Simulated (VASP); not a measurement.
Set up this calculation in VASP 6.6.1, as the native input.

| Quantity | Value |
| --- | --- |
| Task | single point |
| Functional | PBE |
| Potentials or basis | VASP PAW PBE potentials, release 64 (Nb_sv) |
| Cutoff | 520 eV |
| k mesh | 9 × 9 × 9 |
| Occupations | fermi-dirac, width 0.05 eV |
| Spin | collinear spin |
| Starting moments | [1.0, 1.0] μB |
| Dipole correction | no |
| Further INCAR settings | ALGO = Normal; EDIFF = 1e-07; NBANDS = 24 |

The structure of Nb lies in POSCAR:

```
Nb
1.0
    0.0000000000      2.9541141105      2.9541141105
    2.9541141105      0.0000000000      2.9541141105
    2.9541141105      2.9541141105      0.0000000000
Nb
2
Direct
    0.1250000000      0.1250000000      0.1250000000
    0.8750000000      0.8750000000      0.8750000000
```

This isn't the form of Nb at room conditions, which is bcc.

One way to write it, as run:

INCAR

```
PREC = Accurate ; ENCUT = 520
EDIFF = 1E-7 ; ISMEAR = -1
SIGMA = 0.05 ; LREAL = F
LASPH = T ; NELM = 150
ALGO = Normal ; ISIF = 2
LWAVE = F ; LCHARG = F
ISPIN = 2 ; MAGMOM = 1 1
LORBIT = 11 ; LMAXMIX = 4
GGA = PE ; NBANDS = 24
```

KPOINTS

```
regular mesh
0
Gamma
  9 9 9
```

Potentials or basis: VASP PAW PBE potentials, release 64 (Nb_sv).

The run is started by

```sh
$ cat potpaw_PBE.64/Nb_sv/POTCAR > POTCAR
$ mpirun -np 1 vasp_std > vasp.out
```

Results of the run:

```
Pressure                                              : 0.0 GPa
Band gap on the k mesh                                : zero (filled and empty bands overlap)
Net moment                                            : 0.00 μB per cell
Valence electrons inside the program's atomic spheres : Nb 10.97
```

Run time: 70 s on 1 thread of Intel(R) Xeon(R) Platinum 8259CL CPU @ 2.50GHz (Skylake/Cascade Lake) (shared host), peak memory 0.23 GiB.
